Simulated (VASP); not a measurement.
A run of VASP 6.6.1 is set up as follows.

File INCAR:

```
PREC = Accurate
ENCUT = 520
EDIFF = 1E-6
ISMEAR = 0
SIGMA = 0.1
LREAL = False
LASPH = True
NELM = 150
ALGO = Normal
ISIF = 2
LWAVE = False
LCHARG = False
ISPIN = 2
MAGMOM = 3.8 0 0 0 0 -0.43
LORBIT = 11
LMAXMIX = 4
GGA = PE
NBANDS = 30
```

KPOINTS

```
Automatic mesh
0
Gamma
  10 10 10
```

Contents of POSCAR:

```
MnSi4C
1.0
    0.0000000000      3.4478289500      3.4478289500
    3.4478289500      0.0000000000      3.4478289500
    3.4478289500      3.4478289500      0.0000000000
Mn Si C
1 4 1
Direct
    0.2500000000      0.2500000000      0.2500000000
    0.6254880302      0.6254880302      0.1235359095
    0.6254880302      0.1235359095      0.6254880302
    0.1235359095      0.6254880302      0.6254880302
    0.6254880302      0.6254880302      0.6254880302
    0.0000000000      0.0000000000      0.0000000000
```

Potentials or basis: VASP PAW PBE potentials, release 64 (Mn_pv, Si, C).

Command:

```bash
$ cat potpaw_PBE.64/Mn_pv/POTCAR potpaw_PBE.64/Si/POTCAR potpaw_PBE.64/C/POTCAR > POTCAR
$ mpirun -np 1 vasp_std > vasp.out
```

Predict the pressure.

-0.1 GPa.

Predict the net moment.

3.25 μB per cell.

Estimate the site moments.

Mn +3.53; Si -0.00; C -0.18 μB.
